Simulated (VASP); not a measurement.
Here is a VASP 6.6.1 calculation.

INCAR

```
SYSTEM = HfB2
ALGO = Normal
EDIFF = 1E-8
ENCUT = 520
GGA = PE
ISIF = 2
ISMEAR = -1
LASPH = .True.
LCHARG = .False.
LEFG = .True.
LREAL = .False.
LWAVE = .False.
NBANDS = 15
NELM = 80
PREC = Accurate
SIGMA = 0.05
```

The input KPOINTS:

```
k-points
0
Gamma
  13 13 11
  0 0 0
```

POSCAR

```
HfB2
1.0
    3.1189256393      0.0000000000      0.0000000000
   -1.5594628197      2.7010688362      0.0000000000
    0.0000000000      0.0000000000      3.4566435916
Hf B
1 2
Direct
    0.0000000000      0.0000000000      0.0000000000
    0.3333333333      0.6666666667      0.5000000000
    0.6666666667      0.3333333333      0.5000000000
```

Potentials or basis: VASP PAW PBE potentials, release 64 (Hf_pv, B).

Run with:

```sh
$ cat potpaw_PBE.64/Hf_pv/POTCAR potpaw_PBE.64/B/POTCAR > POTCAR
$ mpirun -np 1 vasp_std > vasp.out
```

(1) Predict the pressure.

(2) Estimate the band gap on the k mesh.

Results:

(1) 6.4 GPa.

(2) zero (band 8 reaches 8.48 eV, above the bottom of band 9 at 7.44 eV).

Caveat: without QUAD_EFG the Cq values of the log hold for a quadrupole moment of 1 mb, not for the nuclei; spin-orbit coupling is left out, which moves the levels of the heavy elements.
